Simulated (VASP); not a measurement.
Set up this calculation in VASP 6.6.1, as the native input.

| Item | Value |
| --- | --- |
| Task | relaxation of cell and atoms |
| Functional | PBE |
| Potentials or basis | VASP PAW PBE potentials, release 64 (Al, Se) |
| Cutoff | 600 eV |
| k mesh | 24 × 24 × 12 |
| Occupations | gaussian, width 0.1 eV |
| Spin | no spin polarisation |
| Dipole correction | no |
| Further INCAR settings | ALGO = Normal; EDIFF = 1e-06; IBRION = 2; EDIFFG = -0.01; NSW = 100; ISIF = 3 |

The structure of AlSe lies in POSCAR:

```
AlSe
1.0
    2.9433064508      0.0000000000      0.0000000000
   -1.4716532254      2.5489781575      0.0000000000
    0.0000000000      0.0000000000      5.1856370440
Al Se
1 1
Direct
    0.0000000000      0.0000000000      0.0000000000
    0.0000000000      0.0000000000      0.5000000000
```

The input as run:

INCAR

```
ALGO = Normal
EDIFF = 1E-6
EDIFFG = -0.01
ENCUT = 600
GGA = PE
IBRION = 2
ISIF = 3
ISMEAR = 0
LASPH = T
LCHARG = F
LREAL = F
LWAVE = F
NELM = 100
NSW = 100
PREC = Accurate
SIGMA = 0.1
```

KPOINTS

```
k-points
0
Gamma
  24 24 12
```

Potentials or basis: VASP PAW PBE potentials, release 64 (Al, Se).

The run is started by

```bash
$ cat potpaw_PBE.64/Al/POTCAR potpaw_PBE.64/Se/POTCAR > POTCAR
$ mpirun -np 1 vasp_std > vasp.out
```

Results of the run:

- Relaxed volume: 19.66 Å³/atom
- Relaxed cell: a = 2.929 Å, b = 2.929 Å, c = 5.292 Å, α = 90.00°, β = 90.00°, γ = 120.00°
- Space group after relaxing (to 0.05 Å): P6/mmm (No. 191)
- Energy gained by relaxing: 5.1 meV/atom
- Ionic steps: 4
- Pressure after relaxing: 0.0 GPa

Run time: 4.4 min on 1 thread of Intel(R) Xeon(R) Platinum 8259CL CPU @ 2.50GHz (Skylake/Cascade Lake) (shared host), peak memory 0.33 GiB.
